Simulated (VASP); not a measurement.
Here is a VASP 6.6.1 calculation.

File INCAR:

```
SYSTEM = GaAsSe3
  PREC = Accurate
  ENCUT = 500
  EDIFF = 1E-7
  ISMEAR = 0
  SIGMA = 0.15
  LREAL = .False.
  LASPH = .True.
  NELM = 120
  ALGO = Normal
  ISIF = 3
  LWAVE = .False.
  LCHARG = .False.
  GGA = PE
  IBRION = 2
  NSW = 36
  EDIFFG = -0.08
  GGA_COMPAT = .False.
  NELMIN = 4
```

The input KPOINTS:

```
Automatic mesh
0
Gamma
  3 3 2
  0 0 0
```

The input POSCAR:

```
GaAsSe3
1.0
    4.7676125200      0.0000000000      0.0000000000
   -2.3838062600      4.1288735600      0.0000000000
    0.0000000000      0.0000000000      5.8858333500
Ga As Se
1 1 3
Direct
    0.3333333300      0.6666666700      0.5000000000
    0.6666666700      0.3333333300      0.0000000000
    0.0000000000      0.0000000000      0.7552470000
    0.0000000000      0.0000000000      0.2447530000
    0.6666666700      0.3333333300      0.5000000000
```

Potentials or basis: VASP PAW PBE potentials, release 64 (Ga_d, As, Se).

The run is started by

```bash
$ cat potpaw_PBE.64/Ga_d/POTCAR potpaw_PBE.64/As/POTCAR potpaw_PBE.64/Se/POTCAR > POTCAR
$ mpirun -np 1 vasp_std > vasp.out
```

Estimate the space group after relaxing (to 0.1 Å).

P-6m2 (No. 187).

What does it give for the relaxed cell?

a = 4.232 Å, b = 4.232 Å, c = 7.990 Å, α = 90.00°, β = 90.00°, γ = 120.00°.

Predict the relaxed volume.

24.79 Å³/atom.

Stress tensor (GPa, compression positive):
```
0.00 0.00 0.00
0.00 0.00 0.00
0.00 0.00 0.13
```

Caveat: the k points lie up to 0.57 Å⁻¹ apart in the final cell, too coarse for converged energies and pressures of a metal; a cell axis changed by over 15 % at a fixed basis, so the end point is rough.
